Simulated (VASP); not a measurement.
Crystal: B.

```xyz
8
Lattice="-2.6281 2.6281 2.6281 2.6281 -2.6281 2.6281 2.6281 2.6281 -2.6281" Properties=species:S:1:pos:R:3 pbc="T T T"
B    -0.8549    0.8549    0.8549
B     1.7731    1.7731    1.7731
B     0.8549   -0.8549    0.8549
B     0.8549    0.8549   -0.8549
B     1.7731   -1.7731    1.7731
B     0.8549    0.8549    0.8549
B    -1.7731    1.7731    1.7731
B     1.7731    1.7731   -1.7731
```

```yaml
Program: VASP 6.6.1
Task: relaxation of cell and atoms
Functional: PBE
Potentials_or_basis: VASP PAW PBE potentials, release 64 (B)
Cutoff: 600 eV
k_mesh: 6 × 6 × 6
Occupations: gaussian, width 0.1 eV
Spin: no spin polarisation
```

At the start: pressure 14.3 GPa; volume 9.08 Å³/atom.

Problem. How do energy, volume and symmetry change on relaxing?

Solution. Over 5 steps the energy falls by 35.3 meV/atom and the volume is 9.90 Å³/atom (+9.1 %); space group Im-3m (No. 229, to 0.05 Å).

The path:
| step | energy change (eV) | largest force (eV/Å) | pressure (GPa) | volume (Å³) |
| --- | --- | --- | --- | --- |
| 1 | 0.0000 | 0.4826 | 14.30 | 72.61 |
| 2 | -0.1771 | 1.0193 | -3.87 | 81.45 |
| 3 | -0.2554 | 0.5550 | 1.84 | 78.08 |
| 4 | -0.2455 | 0.5729 | -2.09 | 80.59 |
| 5 | -0.2827 | 0.0033 | -0.10 | 79.20 |

Final structure:
```yaml
crystal:
  lattice:
    - [-2.70538, 2.70538, 2.70538]
    - [2.70538, -2.70538, 2.70538]
    - [2.70538, 2.70538, -2.70538]
  atoms:
    - { symbol: B, position: [0.32649, 0.00000, 0.00000] }
    - { symbol: B, position: [0.67351, 0.67351, 0.67351] }
    - { symbol: B, position: [0.00000, 0.32649, 0.00000] }
    - { symbol: B, position: [0.00000, 0.00000, 0.32649] }
    - { symbol: B, position: [0.00000, 0.67351, 0.00000] }
    - { symbol: B, position: [0.32649, 0.32649, 0.32649] }
    - { symbol: B, position: [0.67351, 0.00000, 0.00000] }
    - { symbol: B, position: [0.00000, 0.00000, 0.67351] }
```
